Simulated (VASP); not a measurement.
# InAs (F-43m) in VASP: single point with r2SCAN

Aim: the single point of InAs with r2SCAN.

All numbers are computed with VASP 6.6.1; they aren't measurements. Logs are shortened: lines on timing, memory, paths and dates and some standing lists are left out, and cuts for length are marked.

## Step 1: The cell of the first run

It takes space group F-43m (No. 216, cubic). The conventional cell has a = 5.746 Å, b = 5.746 Å, c = 5.746 Å, α = 90.00°, β = 90.00°, γ = 90.00°. In (site symmetry -43m) has 4 As at 2.49 Å within 3.3 Å. Within 3.3 Å of As (site symmetry -43m) lie 4 In at 2.49 Å.

## Step 2: Single point, r2SCAN (strain -0.050 along x and y, -0.050 along z)

Input file POSCAR:

```
InAs
1.0
    0.0000000000      2.8728000000      2.8728000000
    2.8728000000      0.0000000000      2.8728000000
    2.8728000000      2.8728000000      0.0000000000
In As
1 1
Direct
    0.0000000000      0.0000000000      0.0000000000
    0.7500000000      0.7500000000      0.7500000000
```

Input file INCAR.step1:

```
PREC     = Accurate       # precision mode
ENCUT    = 520            # plane-wave cutoff, eV
ISMEAR   = 0              # smearing method
SIGMA    = 0.03           # smearing width, eV
LREAL    = False          # projectors in reciprocal space
LASPH    = True           # aspherical terms in the spheres
NELM     = 80             # most SCF steps
NBANDS   = 16             # bands
GGA      = PE             # functional
ALGO     = Normal         # electronic algorithm
EDIFF    = 1E-4           # SCF threshold, eV
LWAVE    = True           # write WAVECAR
LCHARG   = False          # write CHGCAR
```

Input file INCAR.step2:

```
PREC     = Accurate       # precision mode
ENCUT    = 520            # plane-wave cutoff, eV
EDIFF    = 1E-6           # SCF threshold, eV
ISMEAR   = 0              # smearing method
SIGMA    = 0.03           # smearing width, eV
LREAL    = False          # projectors in reciprocal space
LASPH    = True           # aspherical terms in the spheres
NELM     = 80             # most SCF steps
ALGO     = Normal         # electronic algorithm
ISIF     = 2              # what is computed and relaxed
LWAVE    = False          # write WAVECAR
LCHARG   = False          # write CHGCAR
METAGGA  = R2SCAN         # meta-GGA
LMIXTAU  = True         
NBANDS   = 16             # bands
ISTART   = 1
```

Input file KPOINTS:

```
Automatic mesh
0
Gamma
  10 10 10
```

Potentials or basis: VASP PAW PBE potentials, release 64 (In_d, As).

Launch:

```
> cat potpaw_PBE.64/In_d/POTCAR potpaw_PBE.64/As/POTCAR > POTCAR
> cp INCAR.step1 INCAR
> mpirun -np 1 vasp_std > vasp.out
> cp INCAR.step2 INCAR
> mpirun -np 1 vasp_std > vasp.out
```

OUTCAR:

```text
PREC = Accurate
   ENCUT = 520
   EDIFF = 1E-6
   ISMEAR = 0
   LREAL = False
   LASPH = True
   NELM = 80
   ISIF = 2
   METAGGA = R2SCAN
   ISTART = 1

 ion  position               nearest neighbor table
   1  0.000  0.000  0.000-   2 2.49   2 2.49   2 2.49   2 2.49
   2  0.750  0.750  0.750-   1 2.49   1 2.49   1 2.49   1 2.49

  LATTYP: Found a face centered cubic cell.
 ALAT       =     5.7456000000

  Lattice vectors:

 A1 = (   0.0000000000,   2.8728000000,   2.8728000000)
 A2 = (   2.8728000000,   0.0000000000,   2.8728000000)
 A3 = (   2.8728000000,   2.8728000000,   0.0000000000)

Analysis of symmetry for initial positions (statically):
=====================================================================
 Subroutine PRICEL returns:
 Original cell was already a primitive cell.

 Routine SETGRP: Setting up the symmetry group for a
 face centered cubic supercell.

 Subroutine GETGRP returns: Found 24 space group operations
 (whereof 24 operations were pure point group operations)
 out of a pool of 48 trial point group operations.

The static configuration has the point symmetry T_d .

Analysis of symmetry for dynamics (positions and initial velocities):
=====================================================================
 Subroutine PRICEL returns:
 Original cell was already a primitive cell.

 Routine SETGRP: Setting up the symmetry group for a
 face centered cubic supercell.

 Subroutine GETGRP returns: Found 24 space group operations
 (whereof 24 operations were pure point group operations)
 out of a pool of 48 trial point group operations.

The dynamic configuration has the point symmetry T_d .

 Subroutine INISYM returns: Found 24 space group operations
 (whereof 24 operations are pure point group operations),
 and found     1 'primitive' translations

----------------------------------------------------------------------------------------

                                     Primitive cell

  volume of cell :      47.4183

  direct lattice vectors                    reciprocal lattice vectors
     0.000000000  2.872800000  2.872800000    -0.174046227  0.174046227  0.174046227
     2.872800000  0.000000000  2.872800000     0.174046227 -0.174046227  0.174046227
     2.872800000  2.872800000  0.000000000     0.174046227  0.174046227 -0.174046227

  length of vectors
     4.062752722  4.062752722  4.062752722     0.301456907  0.301456907  0.301456907

  position of ions in fractional coordinates (direct lattice)
     0.000000000  0.000000000  0.000000000
     0.750000000  0.750000000  0.750000000

  ion indices of the primitive-cell ions
   primitive index   ion index
                 1           1
                 2           2

----------------------------------------------------------------------------------------

 KPOINTS: Automatic mesh

Automatic generation of k-mesh.
 Grid dimensions read from file:
 generate k-points for:   10   10   10

 Generating k-lattice:

  Cartesian coordinates                     Fractional coordinates (reciprocal lattice)
    -0.017404623  0.017404623  0.017404623     0.100000000  0.000000000  0.000000000
     0.017404623 -0.017404623  0.017404623     0.000000000  0.100000000  0.000000000
     0.017404623  0.017404623 -0.017404623     0.000000000  0.000000000  0.100000000

  Length of vectors
     0.030145691  0.030145691  0.030145691

  Shift w.r.t. Gamma in fractional coordinates (k-lattice)
     0.000000000  0.000000000  0.000000000

 Subroutine IBZKPT returns following result:
 ===========================================

 Found     47 irreducible k-points:

 Following reciprocal coordinates:
            Coordinates               Weight
  0.000000  0.000000  0.000000      1.000000
  0.100000  0.000000  0.000000      8.000000
  0.200000  0.000000  0.000000      8.000000
  0.300000  0.000000  0.000000      8.000000
  0.400000  0.000000  0.000000      8.000000
  0.500000  0.000000  0.000000      4.000000
[... 16 lines left out ...]
  0.300000  0.300000  0.000000      6.000000
  0.400000  0.300000  0.000000     24.000000
 [... further k-points ...]
   k-points           NKPTS =     47   k-points in BZ     NKDIM =     47   number of bands    NBANDS=     16
   number of dos      NEDOS =    301   number of ions     NIONS =      2
   total plane-waves  NPLWV =  27000
   dimension x,y,z NGX =    30 NGY =   30 NGZ =   30
   dimension x,y,z NGXF=    60 NGYF=   60 NGZF=   60
   ions per type =               1   1
   NGX,Y,Z   is equivalent  to a cutoff of  12.28, 12.28, 12.28 a.u.
   NGXF,Y,Z  is equivalent  to a cutoff of  24.55, 24.55, 24.55 a.u.
 SYSTEM =  unknown system
   PREC   = accura    normal or accurate (medium, high low for compatibility)
   ISTART =      1    job   : 0-new  1-cont  2-samecut
   ICHARG =      0    charge: 1-file 2-atom 10-const
   ISPIN  =      1    spin polarized calculation?
   LNONCOLLINEAR =      F non collinear calculations
   LSORBIT =      F    spin-orbit coupling
   LASPH  =      T    aspherical Exc in radial PAW
   ENCUT  =  520.0 eV  38.22 Ry    6.18 a.u.   7.55  7.55  7.55*2*pi/ulx,y,z
   NELM   =     80;   NELMIN=  2; NELMDL=  0     # of ELM steps
   EDIFF  = 0.1E-05   stopping-criterion for ELM
   LREAL  =      F    real-space projection
   EDIFFG = 0.1E-04   stopping-criterion for IOM
   NSW    =      0    number of steps for IOM
   IBRION =     -1    ionic relax: 0-MD 1-quasi-New 2-CG
   NFREE  =      0    steps in history (QN), initial steepest desc. (CG)
   ISIF   =      2    stress and relaxation
   ISYM   =      2    0-nonsym 1-usesym 2-fastsym
   POTIM  = 0.5000    time-step for ionic-motion
   TEBEG  =    0.0;   TEEND  =   0.0 temperature during run
   PSTRESS=    0.0 pullay stress
   NELECT =      18.0000    total number of electrons
   NUPDOWN=      -1.0000    fix difference up-down
   EMIN   =  10.00;   EMAX   =-10.00  energy-range for DOS
   EFERMI =   0.00;   METHOD = LEGACY
   ISMEAR =     0;   SIGMA  =   0.03  broadening in eV -4-tet -1-fermi 0-gaus
   EFERMI_NEDOS =   21; number of points for ismear=-14 and -15
   IALGO  =     38    algorithm
   IMIX   =      4    mixing-type and parameters
     AMIX     =   0.40;   BMIX     =  1.00
     AMIX_MAG =   1.60;   BMIX_MAG =  1.00
  volume/ion in A,a.u.               =      23.71       160.00
  Fermi-wavevector in a.u.,A,eV,Ry     =   1.185360  2.240006 19.117252  1.405078
  Thomas-Fermi vector in A             =   2.321555
   LORBIT       =      0    0 simple, 1 ext, 2 COOP (PROOUT), +10 PAW based schemes
   METAGGA = R2SCAN    functional components
   LHFCALC =     F    Hartree Fock is set to
   AEXX    =    0.0000 exact exchange contribution
   IVDW    =     0    specifies the selected vdW correction
   LEPSILON=     F    determine dielectric tensor
   LRPA    =     F    only Hartree local field effects (RPA)
 non-spin polarized calculation
 Gauss-broadening in eV      SIGMA  =   0.03
  energy-cutoff  :      520.00
  volume of cell :       47.42
 maximum number of plane-waves:      1298
   NGX = 15   NGY = 15   NGZ = 15

 number of electron      18.0000000 magnetization

 Free energy of the ion-electron system (eV)
  ---------------------------------------------------
  ext. energy  EPLUGINS =         0.00000000
  ---------------------------------------------------
  free energy    TOTEN  =       -37.64915037 eV

  energy without entropy =      -37.64915037  energy(sigma->0) =      -37.64915037

 E-fermi :   6.1584     XC(G=0): -10.3907

 val. band max:        5.9923171280   @ k =   0.0000   0.0000   0.0000
 cond. band min:       7.0899757669   @ k =   0.0000   0.0000   0.0000
 fundamental gap:      1.0976586388
 Fermi energy:         6.1583869440

 k-point     1 :       0.0000    0.0000    0.0000
  band No.  band energies     occupation
      1      -9.2663      2.00000
      2      -9.2663      2.00000
      3      -9.2663      2.00000
      4      -9.0322      2.00000
      5      -9.0322      2.00000
      6      -7.4659      2.00000
[... 8 lines left out ...]
     15      16.5597      0.00000
     16      16.5597      0.00000

 k-point     2 :       0.1000    0.0000    0.0000
  band No.  band energies     occupation
      1      -9.2976      2.00000
      2      -9.2593      2.00000
      3      -9.2593      2.00000
      4      -9.0325      2.00000
      5      -9.0325      2.00000
      6      -7.3178      2.00000
[... 8 lines left out ...]
     15      15.6982      0.00000
     16      15.6982      0.00000

 k-point     3 :       0.2000    0.0000    0.0000
  band No.  band energies     occupation
      1      -9.3687      2.00000
      2      -9.2421      2.00000
      3      -9.2421      2.00000
      4      -9.0320      2.00000
      5      -9.0320      2.00000
      6      -6.9042      2.00000
[... 8 lines left out ...]
     15      15.1777      0.00000
     16      15.4356      0.00000

 k-point     4 :       0.3000    0.0000    0.0000
  band No.  band energies     occupation
      1      -9.4425      2.00000
      2      -9.2238      2.00000
      3      -9.2238      2.00000
      4      -9.0282      2.00000
      5      -9.0281      2.00000
      6      -6.3015      2.00000
[... 8 lines left out ...]
     15      15.5896      0.00000
     16      15.5897      0.00000
[... 324 lines left out ...]
 k-point    22 :      -0.2000    0.2000    0.0000
  band No.  band energies     occupation
      1      -9.4622      2.00000
      2      -9.2132      2.00000
      3      -9.2074      2.00000
      4      -9.0408      2.00000
      5      -9.0254      2.00000
      6      -6.1033      2.00000
[... 8 lines left out ...]
     15      17.1963      0.00000
     16      18.0824      0.00000

 k-point    23 :       0.3000    0.3000    0.0000
  band No.  band energies     occupation
      1      -9.5111      2.00000
      2      -9.1700      2.00000
      3      -9.1700      2.00000
      4      -9.0808      2.00000
      5      -9.0057      2.00000
      6      -5.9388      2.00000
[... 8 lines left out ...]
     15      17.4888      0.00000
     16      19.7326      0.00000

 k-point    24 :       0.4000    0.3000    0.0000
  band No.  band energies     occupation
      1      -9.5454      2.00000
      2      -9.1563      2.00000
      3      -9.1516      2.00000
      4      -9.0862      2.00000
      5      -9.0017      2.00000
      6      -5.4406      2.00000
[... 8 lines left out ...]
     15      18.0932      0.00000
     16      19.7367      0.00000

 [... further k-points ...]
[... 5 lines left out ...]
  --------------------------------------------------------------------------------------
  -------------------------------------------------------------------------------------
  Total        4.8159194      4.8159194      4.8159194      0.0000000      0.0000000      0.0000000
  in kB      162.7210063    162.7210063    162.7210063      0.0000000      0.0000000      0.0000000
  external PRESSURE =     162.7210063 kB  Pullay stress =       0.0000000 kB

 VOLUME and BASIS-vectors are now :
 -----------------------------------------------------------------------------
  energy-cutoff  :      520.00
  volume of cell :       47.42
      direct lattice vectors                 reciprocal lattice vectors
     0.000000000  2.872800000  2.872800000    -0.174046227  0.174046227  0.174046227
     2.872800000  0.000000000  2.872800000     0.174046227 -0.174046227  0.174046227
     2.872800000  2.872800000  0.000000000     0.174046227  0.174046227 -0.174046227

 POSITION                                       TOTAL-FORCE (eV/Angst)
 -----------------------------------------------------------------------------------
      0.00000      0.00000      0.00000        -0.000000      0.000000      0.000000
      4.30920      4.30920      4.30920         0.000000     -0.000000     -0.000000
 -----------------------------------------------------------------------------------
    total drift:                                0.000003      0.000003      0.000003

  FREE ENERGIE OF THE ION-ELECTRON SYSTEM (eV)
  ---------------------------------------------------
  free  energy   TOTEN  =       -37.6491503656 eV

  energy  without entropy=      -37.6491503656  energy(sigma->0) =      -37.64915037
```

Run time: 80 s. Hardware: 1 thread of Intel Xeon Platinum 8488C (Sapphire Rapids), shared host; peak memory 0.19 GiB.

What came out:

* Free energy: -37.6492 eV
* Pressure: 16.3 GPa
* Band gap on the k mesh: 1.10 eV, direct

Caveat: the cell differs from its parent crystal (strain -0.050 along x and y, -0.050 along z); the PAW data sets were made with another functional, which shifts forces and pressure a little; spin-orbit coupling is left out, which moves the levels of the heavy elements. A k mesh can miss the band edges.
